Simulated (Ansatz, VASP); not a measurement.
# BN in VASP and in Ansatz

```
B N
1.0
     2.54332    0.00000    0.00000
    -1.27166    2.20258    0.00000
     0.00000    0.00000    4.20684
B N
2 2
Direct
  0.66667 0.33333 0.99980
  0.33333 0.66667 0.49980
  0.66667 0.33333 0.62520
  0.33333 0.66667 0.12520
```

Alike in both runs: functional r2SCAN; k mesh 12 × 12 × 6; occupations gaussian, width 0.02 eV; no spin polarisation.

Ansatz relaxed the structure, and its values are those at the end. VASP's run is a single point on that final structure, the one shown.

|  | VASP | Ansatz |
| --- | --- | --- |
| version | VASP 6.6.1 | Ansatz 0.2.0 |
| potentials or method | VASP PAW PBE potentials, release 64 (B, N), cutoff 520 eV | scalar-relativistic, plane waves, PAW |
| valence electrons in the cell | 16 | 16 |

```tsv
	VASP	Ansatz	Ansatz less VASP
gap on the k mesh at the Fermi level (eV)	5.72	5.74	+0.026
least direct gap on the mesh (eV)	8.99	9.01	+0.019
pressure (GPa)	1.4	0.0	-1.40
```

VASP's potentials were made for PBE, not for r2SCAN.
